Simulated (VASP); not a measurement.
# YZnSi (P-6m2) in VASP: single point with LDA

Aim: the single point of YZnSi with LDA.

All numbers are computed with VASP 6.6.1; they aren't measurements. Logs are shortened: lines on timing, memory, paths and dates and some standing lists are left out, and cuts for length are marked.

### 1 The cell of the first run

Symmetry: P-6m2, No. 187, hexagonal system. Conventional cell: a = 4.082 Å, b = 4.082 Å, c = 4.072 Å, α = 90.00°, β = 90.00°, γ = 120.00°. Y (site symmetry -6m2) has 6 Si at 3.11 Å and 6 Zn at 3.11 Å and 8 Y at 4.07 to 4.08 Å within 4.1 Å. Zn (site symmetry -6m2) has 3 Si at 2.36 Å within 3.1 Å. Si (site symmetry -6m2) has 3 Zn at 2.36 Å within 3.1 Å.

### 2 Single point, LDA

INCAR reads:

```
PREC = Accurate
ENCUT = 500
EDIFF = 1E-6
ISMEAR = -1
SIGMA = 0.1
LREAL = False
LASPH = True
NELM = 120
ALGO = Normal
ISIF = 2
LWAVE = False
LCHARG = False
GGA = CA
NBANDS = 20
GGA_COMPAT = False
```

KPOINTS reads:

```
regular mesh
0
Gamma
  7 7 6
```

POSCAR reads:

```
YZnSi
1.0
    4.0818030000      0.0000000000      0.0000000000
   -2.0409015000      3.5349450912      0.0000000000
    0.0000000000      0.0000000000      4.0715060000
Y Zn Si
1 1 1
Direct
    0.0000000000      0.0000000000      0.0000000000
    0.3333333333      0.6666666667      0.5000000000
    0.6666666667      0.3333333333      0.5000000000
```

Potentials or basis: VASP PAW LDA potentials, release 64 (Y_sv, Zn, Si).

Started as:

```console
$ cat potpaw_LDA.64/Y_sv/POTCAR potpaw_LDA.64/Zn/POTCAR potpaw_LDA.64/Si/POTCAR > POTCAR
$ mpirun -np 1 vasp_std > vasp.out
```

OUTCAR:

```text
PREC = Accurate
   ENCUT = 500
   EDIFF = 1E-6
   ISMEAR = -1
   LREAL = False
   LASPH = True
   NELM = 120
   ISIF = 2
   GGA = CA

 ion  position               nearest neighbor table
   1  0.000  0.000  0.000-   2 3.11   3 3.11   2 3.11   3 3.11   2 3.11   2 3.11   3 3.11   3 3.11
                             3 3.11   3 3.11   2 3.11   2 3.11
   2  0.333  0.667  0.500-   3 2.36   3 2.36   3 2.36   1 3.11   1 3.11   1 3.11   1 3.11   1 3.11
                             1 3.11
   3  0.667  0.333  0.500-   2 2.36   2 2.36   2 2.36   1 3.11   1 3.11   1 3.11   1 3.11   1 3.11
                             1 3.11

  LATTYP: Found a hexagonal cell.
 ALAT       =     4.0818030000
 C/A-ratio  =     0.9974773403

  Lattice vectors:

 A1 = (   4.0818030000,   0.0000000000,   0.0000000000)
 A2 = (  -2.0409015000,   3.5349450912,   0.0000000000)
 A3 = (   0.0000000000,   0.0000000000,   4.0715060000)

Analysis of symmetry for initial positions (statically):
=====================================================================
 Subroutine PRICEL returns:
 Original cell was already a primitive cell.

 Routine SETGRP: Setting up the symmetry group for a
 hexagonal supercell.

 Subroutine GETGRP returns: Found 12 space group operations
 (whereof 12 operations were pure point group operations)
 out of a pool of 24 trial point group operations.

The static configuration has the point symmetry D_3h.

Analysis of symmetry for dynamics (positions and initial velocities):
=====================================================================
 Subroutine PRICEL returns:
 Original cell was already a primitive cell.

 Routine SETGRP: Setting up the symmetry group for a
 hexagonal supercell.

 Subroutine GETGRP returns: Found 12 space group operations
 (whereof 12 operations were pure point group operations)
 out of a pool of 24 trial point group operations.

The dynamic configuration has the point symmetry D_3h.

 Subroutine INISYM returns: Found 12 space group operations
 (whereof 12 operations are pure point group operations),
 and found     1 'primitive' translations

----------------------------------------------------------------------------------------

                                     Primitive cell

  volume of cell :      58.7476

  direct lattice vectors                    reciprocal lattice vectors
     4.081803000  0.000000000  0.000000000     0.244989775  0.141444913  0.000000000
    -2.040901500  3.534945091  0.000000000     0.000000000  0.282889825  0.000000000
     0.000000000  0.000000000  4.071506000     0.000000000  0.000000000  0.245609364

  length of vectors
     4.081803000  4.081803000  4.071506000     0.282889825  0.282889825  0.245609364

  position of ions in fractional coordinates (direct lattice)
     0.000000000  0.000000000  0.000000000
     0.333333333  0.666666667  0.500000000
     0.666666667  0.333333333  0.500000000

  ion indices of the primitive-cell ions
   primitive index   ion index
                 1           1
                 2           2
                 3           3

----------------------------------------------------------------------------------------

 KPOINTS: regular mesh

Automatic generation of k-mesh.
 Grid dimensions read from file:
 generate k-points for:    7    7    6

 Generating k-lattice:

  Cartesian coordinates                     Fractional coordinates (reciprocal lattice)
     0.034998539  0.020206416  0.000000000     0.142857143  0.000000000  0.000000000
     0.000000000  0.040412832  0.000000000     0.000000000  0.142857143  0.000000000
     0.000000000  0.000000000  0.040934894     0.000000000  0.000000000  0.166666667

  Length of vectors
     0.040412832  0.040412832  0.040934894

  Shift w.r.t. Gamma in fractional coordinates (k-lattice)
     0.000000000  0.000000000  0.000000000

 Subroutine IBZKPT returns following result:
 ===========================================

 Found     32 irreducible k-points:

 Following reciprocal coordinates:
            Coordinates               Weight
  0.000000  0.000000  0.000000      1.000000
  0.142857 -0.000000  0.000000      6.000000
  0.285714 -0.000000  0.000000      6.000000
  0.428571 -0.000000  0.000000      6.000000
  0.142857  0.142857  0.000000      6.000000
  0.285714  0.142857  0.000000     12.000000
[... 16 lines left out ...]
  0.428571  0.142857  0.333333     12.000000
  0.285714  0.285714  0.333333     12.000000
 [... further k-points ...]
   k-points           NKPTS =     32   k-points in BZ     NKDIM =     32   number of bands    NBANDS=     20
   number of dos      NEDOS =    301   number of ions     NIONS =      3
   total plane-waves  NPLWV =  27000
   dimension x,y,z NGX =    30 NGY =   30 NGZ =   30
   dimension x,y,z NGXF=    60 NGYF=   60 NGZF=   60
   ions per type =               1   1   1
   NGX,Y,Z   is equivalent  to a cutoff of  12.22, 12.22, 12.25 a.u.
   NGXF,Y,Z  is equivalent  to a cutoff of  24.44, 24.44, 24.50 a.u.
 SYSTEM =  unknown system
   PREC   = accura    normal or accurate (medium, high low for compatibility)
   ISTART =      0    job   : 0-new  1-cont  2-samecut
   ICHARG =      2    charge: 1-file 2-atom 10-const
   ISPIN  =      1    spin polarized calculation?
   LNONCOLLINEAR =      F non collinear calculations
   LSORBIT =      F    spin-orbit coupling
   LASPH  =      T    aspherical Exc in radial PAW
   ENCUT  =  500.0 eV  36.75 Ry    6.06 a.u.   7.44  7.44  7.42*2*pi/ulx,y,z
   NELM   =    120;   NELMIN=  2; NELMDL= -5     # of ELM steps
   EDIFF  = 0.1E-05   stopping-criterion for ELM
   LREAL  =      F    real-space projection
   EDIFFG = 0.1E-04   stopping-criterion for IOM
   NSW    =      0    number of steps for IOM
   IBRION =     -1    ionic relax: 0-MD 1-quasi-New 2-CG
   NFREE  =      0    steps in history (QN), initial steepest desc. (CG)
   ISIF   =      2    stress and relaxation
   ISYM   =      2    0-nonsym 1-usesym 2-fastsym
   POTIM  = 0.5000    time-step for ionic-motion
   TEBEG  =    0.0;   TEEND  =   0.0 temperature during run
   PSTRESS=    0.0 pullay stress
   NELECT =      27.0000    total number of electrons
   NUPDOWN=      -1.0000    fix difference up-down
   EMIN   =  10.00;   EMAX   =-10.00  energy-range for DOS
   EFERMI =   0.00;   METHOD = LEGACY
   ISMEAR =    -1;   SIGMA  =   0.10  broadening in eV -4-tet -1-fermi 0-gaus
   EFERMI_NEDOS =   21; number of points for ismear=-14 and -15
   IALGO  =     38    algorithm
   IMIX   =      4    mixing-type and parameters
     AMIX     =   0.40;   BMIX     =  1.00
     AMIX_MAG =   1.60;   BMIX_MAG =  1.00
  volume/ion in A,a.u.               =      19.58       132.15
  Fermi-wavevector in a.u.,A,eV,Ry     =   1.263377  2.387436 21.716536  1.596120
  Thomas-Fermi vector in A             =   2.396737
   LORBIT       =      0    0 simple, 1 ext, 2 COOP (PROOUT), +10 PAW based schemes
   GGA     = CA    functional components
   LHFCALC =     F    Hartree Fock is set to
   AEXX    =    0.0000 exact exchange contribution
   IVDW    =     0    specifies the selected vdW correction
   LEPSILON=     F    determine dielectric tensor
   LRPA    =     F    only Hartree local field effects (RPA)
 non-spin polarized calculation
  energy-cutoff  :      500.00
  volume of cell :       58.75
 maximum number of plane-waves:      1521
 NGX is ok and might be reduce to    30
   NGX = 15   NGY = 15   NGZ = 15

 number of electron      27.0000023 magnetization

 Free energy of the ion-electron system (eV)
  ---------------------------------------------------
  ext. energy  EPLUGINS =         0.00000000
  ---------------------------------------------------
  free energy    TOTEN  =       -16.92152388 eV

  energy without entropy =      -16.88245203  energy(sigma->0) =      -16.90198796

 E-fermi :   4.5341     XC(G=0): -10.8288

 val. band max:        4.5037171258   @ k =   0.4286   0.1429   0.1667
 cond. band min:       4.5403627947   @ k =   0.2857  -0.0000   0.3333
 fundamental gap:      0.0366456689
 Fermi energy:         4.5341233149

 k-point     1 :       0.0000    0.0000    0.0000
  band No.  band energies     occupation
      1     -37.6718      2.00000
      2     -17.8225      2.00000
      3     -17.7270      2.00000
      4     -17.7270      2.00000
      5      -5.5549      2.00000
      6      -3.2780      2.00000
[... 12 lines left out ...]
     19       8.2419      0.00000
     20       9.5386      0.00000

 k-point     2 :       0.1429   -0.0000    0.0000
  band No.  band energies     occupation
      1     -37.6702      2.00000
      2     -17.8187      2.00000
      3     -17.7556      2.00000
      4     -17.7333      2.00000
      5      -5.3182      2.00000
      6      -3.2877      2.00000
[... 12 lines left out ...]
     19       7.9649      0.00000
     20       9.6393      0.00000

 k-point     3 :       0.2857   -0.0000    0.0000
  band No.  band energies     occupation
      1     -37.6665      2.00000
      2     -17.8190      2.00000
      3     -17.8103      2.00000
      4     -17.7476      2.00000
      5      -4.6991      2.00000
      6      -3.2602      2.00000
[... 12 lines left out ...]
     19       8.8757      0.00000
     20      10.8132      0.00000

 k-point     4 :       0.4286   -0.0000    0.0000
  band No.  band energies     occupation
      1     -37.6635      2.00000
      2     -17.8689      2.00000
      3     -17.8035      2.00000
      4     -17.7591      2.00000
      5      -4.1348      2.00000
      6      -3.1220      2.00000
[... 429 lines left out ...]
 k-point    23 :       0.4286    0.1429    0.3333
  band No.  band energies     occupation
      1     -37.6592      2.00000
      2     -17.8831      2.00000
      3     -17.8497      2.00000
      4     -17.7688      2.00000
      5      -4.0046      2.00000
      6      -3.1273      2.00000
[... 12 lines left out ...]
     19       9.6898      0.00000
     20      10.0288      0.00000

 k-point    24 :       0.2857    0.2857    0.3333
  band No.  band energies     occupation
      1     -37.6588      2.00000
      2     -17.8817      2.00000
      3     -17.8311      2.00000
      4     -17.7949      2.00000
      5      -3.9440      2.00000
      6      -3.1437      2.00000
[... 12 lines left out ...]
     19       9.4372      0.00000
     20      10.0112      0.00000

 [... further k-points ...]

------------------------ aborting loop because EDIFF is reached ----------------------------------------

  FORCE on cell =-STRESS in cart. coord.  units (eV):
  Direction    XX          YY          ZZ          XY          YZ          ZX
  --------------------------------------------------------------------------------------
  -------------------------------------------------------------------------------------
  Total       -1.7621853     -1.7621853     -1.8292153      0.0000000      0.0000000      0.0000000
  in kB      -48.0587390    -48.0587390    -49.8867976      0.0000000      0.0000000      0.0000000
  external PRESSURE =     -48.6680919 kB  Pullay stress =       0.0000000 kB

 VOLUME and BASIS-vectors are now :
 -----------------------------------------------------------------------------
  energy-cutoff  :      500.00
  volume of cell :       58.75
      direct lattice vectors                 reciprocal lattice vectors
     4.081803000  0.000000000  0.000000000     0.244989775  0.141444913  0.000000000
    -2.040901500  3.534945091  0.000000000     0.000000000  0.282889825  0.000000000
     0.000000000  0.000000000  4.071506000     0.000000000  0.000000000  0.245609364

 POSITION                                       TOTAL-FORCE (eV/Angst)
 -----------------------------------------------------------------------------------
      0.00000      0.00000      0.00000        -0.000000      0.000000      0.000000
     -0.00000      2.35663      2.03575        -0.000000      0.000000      0.000000
      2.04090      1.17832      2.03575         0.000000     -0.000000      0.000000
 -----------------------------------------------------------------------------------
    total drift:                                0.000001     -0.000001     -0.000000

  FREE ENERGIE OF THE ION-ELECTRON SYSTEM (eV)
  ---------------------------------------------------
  free  energy   TOTEN  =       -16.9215238836 eV

  energy  without entropy=      -16.8824520306  energy(sigma->0) =      -16.90198796
```

Wall time 57 s (1 thread of Intel Xeon 8259CL, shared host); peak memory 0.19 GiB.

Results:

| Property | Result |
| --- | --- |
| Free energy | -16.9215 eV |
| Pressure | -4.9 GPa |

Levels at points of the mesh, in eV from the Fermi level:
| k point | band 11 | band 12 | band 13 | band 14 | band 15 | band 16 |
| --- | --- | --- | --- | --- | --- | --- |
| (0.00, 0.00, 0.00) | -0.87 | -0.87 | -0.47 | -0.28 | 1.84 | 3.08 |
| (0.00, 0.00, 0.50) | -4.58 | 0.45 | 0.45 | 1.03 | 1.03 | 1.67 |
